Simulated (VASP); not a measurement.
A run of VASP 6.6.1 is set up as follows.

The input INCAR:

```
  ALGO = Normal
  EDIFF = 1E-6
  ENCUT = 520
  GGA = PE
  ISIF = 2
  ISMEAR = 0
  LASPH = True
  LCHARG = False
  LREAL = False
  LWAVE = False
  NBANDS = 24
  NELM = 60
  PREC = Accurate
  SIGMA = 0.1
```

File KPOINTS:

```
k-points
0
Gamma
  6 6 4
```

File POSCAR:

```
LaYN2
1.0
    3.5281802400      0.0000000000      0.0000000000
   -1.7640901200      3.0554937100      0.0000000000
    0.0000000000      0.0000000000      6.1302620200
La Y N
1 1 2
Direct
    0.0000000000      0.0000000000      0.5000000000
    0.0000000000      0.0000000000      0.0000000000
    0.3333333300      0.6666666700      0.7702440000
    0.6666666700      0.3333333300      0.2297560000
```

Potentials or basis: VASP PAW PBE potentials, release 64 (La, Y_sv, N).

Run with:

```bash
$ cat potpaw_PBE.64/La/POTCAR potpaw_PBE.64/Y_sv/POTCAR potpaw_PBE.64/N/POTCAR > POTCAR
$ mpirun -np 1 vasp_std > vasp.out
```

Q: Estimate the largest force.

A: 0.460 eV/Å.

Q: Estimate the band gap on the k mesh.

A: Zero (bands 16 and 17 overlap by 0.02 eV).

Forces in eV/Å, atoms in the order of the input:
```
La   0.000  0.000  0.000
Y    0.000  0.000  0.000
N    0.000  0.000 -0.460
N    0.000  0.000  0.460
```

Caveat: spin-orbit coupling is left out, which moves the levels of the heavy elements.
